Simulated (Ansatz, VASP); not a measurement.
**Two plane-wave programs on TaGe3W2**

INCAR

```
PREC = Accurate
ENCUT = 600
EDIFF = 1E-7
ISMEAR = 0
SIGMA = 0.1
LREAL = False
LASPH = True
NELM = 80
ALGO = Fast
ISIF = 3
LWAVE = False
LCHARG = False
GGA = PE
IBRION = 2
NSW = 100
EDIFFG = -0.01
```

Contents of KPOINTS:

```
regular mesh
0
Gamma
  10 10 6
```

The input POSCAR:

```
TaGe3W2
1.0
    3.7016497209      0.0000000000      0.0000000000
    0.0000000000      3.7016497209      0.0000000000
    0.0000000000      0.0000000000      7.6020895574
Ta Ge W
1 3 2
Direct
    0.5000000000      0.5000000000      0.0000000000
    0.0000000000      0.0000000000      0.0000000000
    0.5000000000      0.0000000000      0.6198299383
    0.0000000000      0.5000000000      0.3801700617
    0.5000000000      0.0000000000      0.2641499836
    0.0000000000      0.5000000000      0.7358500164
```

Input for Ansatz:

```yaml
crystal:
  lattice:
    - [3.7016497209, 0.0, 0.0]
    - [0.0, 3.7016497209, 0.0]
    - [0.0, 0.0, 7.6020895574]
  atoms:
    - { symbol: Ta, position: [0.5, 0.5, 0.0] }
    - { symbol: Ge, position: [0.0, 0.0, 0.0] }
    - { symbol: Ge, position: [0.5, 0.0, 0.6198299383] }
    - { symbol: Ge, position: [0.0, 0.5, 0.3801700617] }
    - { symbol: W, position: [0.5, 0.0, 0.2641499836] }
    - { symbol: W, position: [0.0, 0.5, 0.7358500164] }
basis:
  ecutwfc: 420
kpoints:
  mp_grid: { grid: [10, 10, 6] }
hamiltonian:
  xc: pbe
scf:
  occupations: { method: gaussian, width: 0.1 }
output:
  forces: true
  stress: true
  eigenvalues: true
  write_density: true
  write_potential: true
  elf: true
  volumetric_format: npy
relax:
  adjacent_minimum: "off"
  f_tol: 0.01
  max_steps: 80
  cell: { stress_tol: 0.05 }
```

Change from the starting cell: species swapped into the Mn3CoAs2 type (P-4m2, No. 115).

Alike in both runs: task relaxation of cell and atoms; functional PBE; k mesh 10 × 10 × 6; occupations gaussian, width 0.1 eV; no spin polarisation.

```csv
,VASP,Ansatz
version,VASP 6.6.1,Ansatz 0.2.0
potentials or method,"VASP PAW PBE potentials, release 64 (Ta_pv, Ge_d, W_sv), cutoff 600 eV","scalar-relativistic, plane waves, PAW"
valence electrons in the cell,81,83
```

```csv
,VASP,Ansatz,Ansatz less VASP
"gap on the k mesh at the Fermi level, each at its own relaxed structure (eV)",none,none,-
relaxed volume (Å³/atom),17.36,17.34,-0.020
relaxed length of the cell vector where the two differ most in proportion (Å),7.623,7.615,-0.0084
```

A gap of «none» marks a metal or a gap that the smearing closes. VASP's potentials hold 81 valence electrons a cell and Ansatz's 83, so a difference there can come from the potentials and not from the codes.

Neither program's run includes spin-orbit coupling.
